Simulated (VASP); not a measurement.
# ZrOs3 (Pm-3m) in VASP: a series of runs

ZrOs3 is run at these levels: LDA; tasks: single point, relaxation of cell and atoms.

Everything below comes from runs of VASP 6.6.1. Logs are shortened: lines on timing, memory, paths and dates and some standing lists are left out, and cuts for length are marked.

## (1) The cell of the first run

The structure is cubic, space group Pm-3m (No. 221). The conventional cell has a = 3.922 Å, b = 3.922 Å, c = 3.922 Å, α = 90.00°, β = 90.00°, γ = 90.00°. Zr (site symmetry m-3m) has 12 Os at 2.77 Å within 3.7 Å. Os (site symmetry 4/mmm) has 4 Zr at 2.77 Å and 8 Os at 2.77 Å within 3.7 Å.

## (2) Single point, LDA

INCAR

```
PREC = Accurate ; ENCUT = 520
EDIFF = 1E-6 ; ISMEAR = 0
SIGMA = 0.1 ; LREAL = False
LASPH = True ; NELM = 80
ALGO = Normal ; ISIF = 2
LWAVE = False ; LCHARG = True
LELF = True ; LVHAR = True
NBANDS = 26
```

KPOINTS

```
regular mesh
0
Gamma
  6 6 6
```

POSCAR

```
ZrOs3
1.0
    3.9219682459      0.0000000000      0.0000000000
    0.0000000000      3.9219682459      0.0000000000
    0.0000000000      0.0000000000      3.9219682459
Zr Os
1 3
Direct
    0.0000000000      0.0000000000      0.0000000000
    0.5000000000      0.5000000000      0.0000000000
    0.5000000000      0.0000000000      0.5000000000
    0.0000000000      0.5000000000      0.5000000000
```

Potentials or basis: VASP PAW LDA potentials, release 64 (Zr_sv, Os).

The run is started by

```
cat potpaw_LDA.64/Zr_sv/POTCAR potpaw_LDA.64/Os/POTCAR > POTCAR
mpirun -np 1 vasp_std > vasp.out
```

OUTCAR:

```text
PREC = Accurate
   ENCUT = 520
   EDIFF = 1E-6
   ISMEAR = 0
   LREAL = False
   LASPH = True
   NELM = 80
   ISIF = 2

 ion  position               nearest neighbor table
   1  0.000  0.000  0.000-   2 2.77   3 2.77   4 2.77   3 2.77   4 2.77   2 2.77   4 2.77   4 2.77
                             2 2.77   3 2.77   3 2.77   2 2.77
   2  0.500  0.500  0.000-   1 2.77   3 2.77   4 2.77   3 2.77   4 2.77   1 2.77   3 2.77   3 2.77
                             1 2.77   4 2.77   4 2.77   1 2.77
   3  0.500  0.000  0.500-   1 2.77   2 2.77   4 2.77   1 2.77   2 2.77   2 2.77   4 2.77   2 2.77
                             1 2.77   4 2.77   1 2.77   4 2.77
   4  0.000  0.500  0.500-   1 2.77   2 2.77   3 2.77   1 2.77   2 2.77   1 2.77   3 2.77   1 2.77
                             2 2.77   3 2.77   2 2.77   3 2.77

  LATTYP: Found a simple cubic cell.
 ALAT       =     3.9219682459

  Lattice vectors:

 A1 = (   3.9219682459,   0.0000000000,   0.0000000000)
 A2 = (   0.0000000000,   3.9219682459,   0.0000000000)
 A3 = (   0.0000000000,   0.0000000000,   3.9219682459)

Analysis of symmetry for initial positions (statically):
=====================================================================
 Subroutine PRICEL returns:
 Original cell was already a primitive cell.

 Routine SETGRP: Setting up the symmetry group for a
 simple cubic supercell.

 Subroutine GETGRP returns: Found 48 space group operations
 (whereof 48 operations were pure point group operations)
 out of a pool of 48 trial point group operations.

The static configuration has the point symmetry O_h .

Analysis of symmetry for dynamics (positions and initial velocities):
=====================================================================
 Subroutine PRICEL returns:
 Original cell was already a primitive cell.

 Routine SETGRP: Setting up the symmetry group for a
 simple cubic supercell.

 Subroutine GETGRP returns: Found 48 space group operations
 (whereof 48 operations were pure point group operations)
 out of a pool of 48 trial point group operations.

The dynamic configuration has the point symmetry O_h .

 Subroutine INISYM returns: Found 48 space group operations
 (whereof 48 operations are pure point group operations),
 and found     1 'primitive' translations

----------------------------------------------------------------------------------------

                                     Primitive cell

  volume of cell :      60.3271

  direct lattice vectors                    reciprocal lattice vectors
     3.921968246  0.000000000  0.000000000     0.254974017  0.000000000  0.000000000
     0.000000000  3.921968246  0.000000000     0.000000000  0.254974017  0.000000000
     0.000000000  0.000000000  3.921968246     0.000000000  0.000000000  0.254974017

  length of vectors
     3.921968246  3.921968246  3.921968246     0.254974017  0.254974017  0.254974017

  position of ions in fractional coordinates (direct lattice)
     0.000000000  0.000000000  0.000000000
     0.500000000  0.500000000  0.000000000
     0.500000000  0.000000000  0.500000000
     0.000000000  0.500000000  0.500000000

  ion indices of the primitive-cell ions
   primitive index   ion index
                 1           1
                 2           2
                 3           3
                 4           4

----------------------------------------------------------------------------------------

 KPOINTS: regular mesh

Automatic generation of k-mesh.
 Grid dimensions read from file:
 generate k-points for:    6    6    6

 Generating k-lattice:

  Cartesian coordinates                     Fractional coordinates (reciprocal lattice)
     0.042495670  0.000000000  0.000000000     0.166666667  0.000000000  0.000000000
     0.000000000  0.042495670  0.000000000     0.000000000  0.166666667  0.000000000
     0.000000000  0.000000000  0.042495670     0.000000000  0.000000000  0.166666667

  Length of vectors
     0.042495670  0.042495670  0.042495670

  Shift w.r.t. Gamma in fractional coordinates (k-lattice)
     0.000000000  0.000000000  0.000000000

 Subroutine IBZKPT returns following result:
 ===========================================

 Found     20 irreducible k-points:

 Following reciprocal coordinates:
            Coordinates               Weight
  0.000000  0.000000  0.000000      1.000000
  0.166667  0.000000  0.000000      6.000000
  0.333333  0.000000  0.000000      6.000000
  0.500000  0.000000  0.000000      3.000000
  0.166667  0.166667  0.000000     12.000000
  0.333333  0.166667  0.000000     24.000000
[... 12 lines left out ...]
  0.500000  0.500000  0.333333      6.000000
  0.500000  0.500000  0.500000      1.000000
   k-points           NKPTS =     20   k-points in BZ     NKDIM =     20   number of bands    NBANDS=     26
   number of dos      NEDOS =    301   number of ions     NIONS =      4
   total plane-waves  NPLWV =  27000
   dimension x,y,z NGX =    30 NGY =   30 NGZ =   30
   dimension x,y,z NGXF=    60 NGYF=   60 NGZF=   60
   ions per type =               1   3
   NGX,Y,Z   is equivalent  to a cutoff of  12.72, 12.72, 12.72 a.u.
   NGXF,Y,Z  is equivalent  to a cutoff of  25.43, 25.43, 25.43 a.u.
 SYSTEM =  unknown system
   PREC   = accura    normal or accurate (medium, high low for compatibility)
   ISTART =      0    job   : 0-new  1-cont  2-samecut
   ICHARG =      2    charge: 1-file 2-atom 10-const
   ISPIN  =      1    spin polarized calculation?
   LNONCOLLINEAR =      F non collinear calculations
   LSORBIT =      F    spin-orbit coupling
   LASPH  =      T    aspherical Exc in radial PAW
   ENCUT  =  520.0 eV  38.22 Ry    6.18 a.u.   7.29  7.29  7.29*2*pi/ulx,y,z
   NELM   =     80;   NELMIN=  2; NELMDL= -5     # of ELM steps
   EDIFF  = 0.1E-05   stopping-criterion for ELM
   LREAL  =      F    real-space projection
   EDIFFG = 0.1E-04   stopping-criterion for IOM
   NSW    =      0    number of steps for IOM
   IBRION =     -1    ionic relax: 0-MD 1-quasi-New 2-CG
   NFREE  =      0    steps in history (QN), initial steepest desc. (CG)
   ISIF   =      2    stress and relaxation
   ISYM   =      2    0-nonsym 1-usesym 2-fastsym
   POTIM  = 0.5000    time-step for ionic-motion
   TEBEG  =    0.0;   TEEND  =   0.0 temperature during run
   PSTRESS=    0.0 pullay stress
   NELECT =      36.0000    total number of electrons
   NUPDOWN=      -1.0000    fix difference up-down
   EMIN   =  10.00;   EMAX   =-10.00  energy-range for DOS
   EFERMI =   0.00;   METHOD = LEGACY
   ISMEAR =     0;   SIGMA  =   0.10  broadening in eV -4-tet -1-fermi 0-gaus
   EFERMI_NEDOS =   21; number of points for ismear=-14 and -15
   IALGO  =     38    algorithm
   IMIX   =      4    mixing-type and parameters
     AMIX     =   0.40;   BMIX     =  1.00
     AMIX_MAG =   1.60;   BMIX_MAG =  1.00
  volume/ion in A,a.u.               =      15.08       101.78
  Fermi-wavevector in a.u.,A,eV,Ry     =   1.378283  2.604576 25.846481  1.899663
  Thomas-Fermi vector in A             =   2.503358
   LORBIT       =      0    0 simple, 1 ext, 2 COOP (PROOUT), +10 PAW based schemes
   GGA     = CA    functional components
   LHFCALC =     F    Hartree Fock is set to
   AEXX    =    0.0000 exact exchange contribution
   IVDW    =     0    specifies the selected vdW correction
   LEPSILON=     F    determine dielectric tensor
   LRPA    =     F    only Hartree local field effects (RPA)
 non-spin polarized calculation
 Gauss-broadening in eV      SIGMA  =   0.10
  energy-cutoff  :      520.00
  volume of cell :       60.33
 maximum number of plane-waves:      1647
 NGX is ok and might be reduce to    30
   NGX = 15   NGY = 15   NGZ = 15

 number of electron      36.0000003 magnetization

 Free energy of the ion-electron system (eV)
  ---------------------------------------------------
  ext. energy  EPLUGINS =         0.00000000
  ---------------------------------------------------
  free energy    TOTEN  =       -47.44962008 eV

  energy without entropy =      -47.43092183  energy(sigma->0) =      -47.44027096

 E-fermi :   9.4392     XC(G=0): -13.6584

 val. band max:        9.4378759707   @ k =   0.5000   0.3333   0.0000
 cond. band min:       9.4998411782   @ k =   0.5000   0.5000   0.5000
 fundamental gap:      0.0619652075
 Fermi energy:         9.4391816567

 k-point     1 :       0.0000    0.0000    0.0000
  band No.  band energies     occupation
      1     -38.0155      2.00000
      2     -16.3265      2.00000
      3     -16.3265      2.00000
      4     -16.3265      2.00000
      5       0.4237      2.00000
      6       3.2427      2.00000
[... 18 lines left out ...]
     25      14.6733      0.00000
     26      16.2404      0.00000

 k-point     2 :       0.1667    0.0000    0.0000
  band No.  band energies     occupation
      1     -38.0128      2.00000
      2     -16.3680      2.00000
      3     -16.3342      2.00000
      4     -16.3342      2.00000
      5       0.8390      2.00000
      6       3.4863      2.00000
[... 18 lines left out ...]
     25      14.4233      0.00000
     26      16.1978      0.00000

 k-point     3 :       0.3333    0.0000    0.0000
  band No.  band energies     occupation
      1     -38.0073      2.00000
      2     -16.4497      2.00000
      3     -16.3495      2.00000
      4     -16.3495      2.00000
      5       1.9464      2.00000
      6       3.9281      2.00000
[... 18 lines left out ...]
     25      13.7484      0.00000
     26      16.1324      0.00000

 k-point     4 :       0.5000    0.0000    0.0000
  band No.  band energies     occupation
      1     -38.0046      2.00000
      2     -16.4899      2.00000
      3     -16.3571      2.00000
      4     -16.3571      2.00000
      5       2.9221      2.00000
      6       3.9301      2.00000
[... 18 lines left out ...]
     25      13.4977      0.00000
     26      16.1068      0.00000

 k-point     5 :       0.1667    0.1667    0.0000
  band No.  band energies     occupation
      1     -38.0105      2.00000
      2     -16.3853      2.00000
      3     -16.3556      2.00000
      4     -16.3417      2.00000
      5       1.2250      2.00000
      6       3.8033      2.00000
[... 18 lines left out ...]
     25      14.7386      0.00000
     26      15.1696      0.00000

 k-point     6 :       0.3333    0.1667    0.0000
  band No.  band energies     occupation
      1     -38.0059      2.00000
      2     -16.4451      2.00000
      3     -16.3723      2.00000
      4     -16.3565      2.00000
      5       2.2631      2.00000
      6       4.2639      2.00000
[... 311 lines left out ...]
 k-point    17 :       0.3333    0.3333    0.3333
  band No.  band energies     occupation
      1     -38.0025      2.00000
      2     -16.4313      2.00000
      3     -16.3883      2.00000
      4     -16.3883      2.00000
      5       3.0466      2.00000
      6       3.9670      2.00000
[... 18 lines left out ...]
     25      13.9437      0.00000
     26      15.7762      0.00000

 k-point    18 :       0.5000    0.3333    0.3333
  band No.  band energies     occupation
      1     -38.0023      2.00000
      2     -16.4133      2.00000
      3     -16.4089      2.00000
      4     -16.3804      2.00000
      5       3.2333      2.00000
      6       3.5082      2.00000
[... 18 lines left out ...]
     25      13.9225      0.00000
     26      14.7593      0.00000

 k-point    19 :       0.5000    0.5000    0.3333
  band No.  band energies     occupation
      1     -38.0025      2.00000
      2     -16.4004      2.00000
      3     -16.4004      2.00000
      4     -16.3865      2.00000
      5       3.2566      2.00000
      6       3.2817      2.00000
[... 18 lines left out ...]
     25      13.8904      0.00000
     26      14.4997      0.00000

 k-point    20 :       0.5000    0.5000    0.5000
  band No.  band energies     occupation
      1     -38.0031      2.00000
      2     -16.3873      2.00000
      3     -16.3873      2.00000
      4     -16.3873      2.00000
      5       2.9819      2.00000
      6       2.9819      2.00000
[... 18 lines left out ...]
     25      14.1782      0.00000
     26      14.1782      0.00000

------------------------ aborting loop because EDIFF is reached ----------------------------------------

  FORCE on cell =-STRESS in cart. coord.  units (eV):
  Direction    XX          YY          ZZ          XY          YZ          ZX
  --------------------------------------------------------------------------------------
  -------------------------------------------------------------------------------------
  Total        0.2840755      0.2840755      0.2840755      0.0000000      0.0000000     -0.0000000
  in kB        7.5445301      7.5445301      7.5445301      0.0000000      0.0000000     -0.0000000
  external PRESSURE =       7.5445301 kB  Pullay stress =       0.0000000 kB

 VOLUME and BASIS-vectors are now :
 -----------------------------------------------------------------------------
  energy-cutoff  :      520.00
  volume of cell :       60.33
      direct lattice vectors                 reciprocal lattice vectors
     3.921968246  0.000000000  0.000000000     0.254974017  0.000000000  0.000000000
     0.000000000  3.921968246  0.000000000     0.000000000  0.254974017  0.000000000
     0.000000000  0.000000000  3.921968246     0.000000000  0.000000000  0.254974017

 POSITION                                       TOTAL-FORCE (eV/Angst)
 -----------------------------------------------------------------------------------
      0.00000      0.00000      0.00000         0.000000      0.000000      0.000000
      1.96098      1.96098      0.00000         0.000000      0.000000      0.000000
      1.96098      0.00000      1.96098         0.000000      0.000000      0.000000
      0.00000      1.96098      1.96098         0.000000      0.000000      0.000000
 -----------------------------------------------------------------------------------
    total drift:                                0.000000      0.000000     -0.000000

  FREE ENERGIE OF THE ION-ELECTRON SYSTEM (eV)
  ---------------------------------------------------
  free  energy   TOTEN  =       -47.4496200809 eV

  energy  without entropy=      -47.4309218330  energy(sigma->0) =      -47.44027096
```

Run time: 54 s. Hardware: 1 thread of AMD EPYC, shared host; peak memory 0.13 GiB.

What came out:

```
Free energy            : -47.4496 eV
Pressure               : 0.8 GPa
Band gap on the k mesh : zero (band 18 reaches 12.66 eV, above the bottom of band 19 at 8.54 eV)
```

Caveat: spin-orbit coupling is left out, which moves the levels of the heavy elements.

[end of part 1 of 2]
